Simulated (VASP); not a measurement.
W: relaxation of cell and atoms with r2SCAN

The system is W.

```
W
1.0
     0.00000    2.00913    2.00913
     2.00913    0.00000    2.00913
     2.00913    2.00913    0.00000
W
1
Direct
  0.00000 0.00000 0.00000
```

```yaml
Program: VASP 6.6.1
Task: relaxation of cell and atoms
Functional: r2SCAN
Potentials_or_basis: VASP PAW PBE potentials, release 64 (W_sv)
Cutoff: 600 eV
k_mesh: 18 × 18 × 18
Occupations: gaussian, width 0.1 eV
Spin: no spin polarisation
Dipole_correction: no
Further_INCAR_settings: ALGO = Normal; EDIFF = 1e-06; IBRION = 2; EDIFFG = -0.01; NSW = 100; ISIF = 3
```

* Relaxed volume: 16.26 Å³/atom
* Relaxed cell: a = 2.844 Å, b = 2.844 Å, c = 2.844 Å, α = 60.00°, β = 60.00°, γ = 60.00°
* Space group after relaxing (to 0.05 Å): Fm-3m (No. 225)
* Energy gained by relaxing: 0.1 meV/atom
* Ionic steps: 3
* Pressure after relaxing: 0.0 GPa
* Band gap on the k mesh: zero (band 7 reaches 13.53 eV, above the bottom of band 8 at 9.87 eV)

The path:
```
step  energy change (eV)  largest force (eV/Å)  pressure (GPa)  volume (Å³)
   1              0.0000                0.0000            0.85        16.22
   2              0.0014                0.0000           -2.83        16.42
   3             -0.0001                0.0000            0.03        16.26
```

Final structure:
```xyz
1
Lattice="0.0000 2.0109 2.0109 2.0109 0.0000 2.0109 2.0109 2.0109 0.0000" Properties=species:S:1:pos:R:3 pbc="T T T"
W     0.0000    0.0000    0.0000
```

Levels at points of the mesh, in eV from the Fermi level:
| k point | band 3 | band 4 | band 5 | band 6 | band 7 | band 8 | band 9 | band 10 | band 11 |
| --- | --- | --- | --- | --- | --- | --- | --- | --- | --- |
| (0.00, 0.00, 0.00) | -38.52 | -38.52 | -9.53 | -0.60 | -0.60 | -0.60 | 2.83 | 2.83 | 13.38 |
| (0.50, 0.00, 0.00) | -38.69 | -38.69 | -5.95 | -0.76 | -0.76 | 0.48 | 5.33 | 5.33 | 10.96 |
| (0.50, 0.50, 0.00) | -38.97 | -38.97 | -5.78 | -4.84 | 3.06 | 5.38 | 6.03 | 6.03 | 12.39 |

Run time: 100 s on 1 thread of Intel(R) Xeon(R) 6975P-C (Granite Rapids), on a shared host, peak memory 0.18 GiB.

Caveat: the PAW data sets were made with another functional, which shifts forces and pressure a little; spin-orbit coupling is left out, which moves the levels of the heavy elements.
